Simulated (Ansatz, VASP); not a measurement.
Bi2Te3 in VASP and in Ansatz

Contents of INCAR:

```
SYSTEM = Bi2Te3
PREC = Accurate
ENCUT = 500
EDIFF = 1E-6
ISMEAR = 0
SIGMA = 0.03
LREAL = .FALSE.
LASPH = .TRUE.
NELM = 120
ALGO = Normal
ISIF = 2
LWAVE = .FALSE.
LCHARG = .FALSE.
GGA = PS
NBANDS = 85
GGA_COMPAT = .FALSE.
```

KPOINTS

```
Automatic mesh
0
G
  9 9 2
  0 0 0
```

Contents of POSCAR:

```
Bi2Te3
1.0
   -4.3808388124      0.0000000000      0.0000000000
   -2.1904194062     -3.7939177014      0.0000000000
    0.0000000000      0.0000000000     30.0232969145
Bi Te
6 9
Direct
    0.6666666667      0.6666666667      0.5721690701
    1.0000000000      0.0000000000      0.2355049900
    0.3333333333      0.3333333333      0.9088331503
    0.6666666667      0.6666666667      0.7745209168
    1.0000000000      0.0000000000      0.4378568367
    0.3333333333      0.3333333333      0.1011927565
    0.6666666667      0.6666666667      0.1683488733
    0.0000000000      1.0000000000      0.8416770335
    0.3333333333      0.3333333333      0.5050129534
    0.6666666667      0.6666666667      0.3804536590
    1.0000000000      0.0000000000      0.0437895789
    0.3333333333      0.3333333333      0.7171177391
    0.6666666667      0.6666666667      0.9662363279
    1.0000000000      0.0000000000      0.6295722478
    0.3333333333      0.3333333333      0.2929081677
```

Input for Ansatz:

```yaml
crystal:
  lattice:
    - [-4.3808388124, 0.0, 0.0]
    - [-2.1904194062, -3.7939177014, 0.0]
    - [0.0, 0.0, 30.0232969145]
  atoms:
    - { symbol: Bi, position: [0.6666666667, 0.6666666667, 0.5721690701] }
    - { symbol: Bi, position: [1.0, 0.0, 0.23550499] }
    - { symbol: Bi, position: [0.3333333333, 0.3333333333, 0.9088331503] }
    - { symbol: Bi, position: [0.6666666667, 0.6666666667, 0.7745209168] }
    - { symbol: Bi, position: [1.0, 0.0, 0.4378568367] }
    - { symbol: Bi, position: [0.3333333333, 0.3333333333, 0.1011927565] }
    - { symbol: Te, position: [0.6666666667, 0.6666666667, 0.1683488733] }
    - { symbol: Te, position: [0.0, 1.0, 0.8416770335] }
    - { symbol: Te, position: [0.3333333333, 0.3333333333, 0.5050129534] }
    - { symbol: Te, position: [0.6666666667, 0.6666666667, 0.380453659] }
    - { symbol: Te, position: [1.0, 0.0, 0.0437895789] }
    - { symbol: Te, position: [0.3333333333, 0.3333333333, 0.7171177391] }
    - { symbol: Te, position: [0.6666666667, 0.6666666667, 0.9662363279] }
    - { symbol: Te, position: [1.0, 0.0, 0.6295722478] }
    - { symbol: Te, position: [0.3333333333, 0.3333333333, 0.2929081677] }
basis:
  ecutwfc: 420
kpoints:
  mp_grid: { grid: [9, 9, 2] }
hamiltonian:
  xc: pbesol
scf:
  occupations: { method: gaussian, width: 0.03 }
output:
  forces: true
  stress: true
  eigenvalues: true
```

Alike in both runs: task single point; functional PBEsol; k mesh 9 × 9 × 2; occupations gaussian, width 0.03 eV; no spin polarisation.

|  | VASP | Ansatz |
| --- | --- | --- |
| version | VASP 6.6.1 | Ansatz 0.2.0 |
| potentials or method | VASP PAW PBE potentials, release 64 (Bi_d, Te), cutoff 500 eV | scalar-relativistic, plane waves, PAW |
| valence electrons in the cell | 144 | 234 |

Ansatz gave:

| Property | Result |
| --- | --- |
| gap on the k mesh at the Fermi level (eV) | 0.20 |
| least direct gap on the mesh (eV) | 0.20 |
| pressure (GPa) | 0.2 |
| traceless stress, the component that is largest in VASP (GPa) | 0.09 |
| rms of the force components (eV/Å) | 0.040 |

Which values does VASP return?

gap on the k mesh at the Fermi level (eV): 0.19; least direct gap on the mesh (eV): 0.19; pressure (GPa): 0.3; traceless stress, the component that is largest in VASP (GPa): 0.09; rms of the force components (eV/Å): 0.039.

VASP's potentials were made for PBE, not for PBEsol. Atom by atom the forces differ by 0.007 eV/Å (rms over components). The functional is the same, so the differences come from potentials, cutoffs and numerics. VASP's potentials hold 144 valence electrons a cell and Ansatz's 234, so a difference there can come from the potentials and not from the codes.

Neither program's run includes spin-orbit coupling.
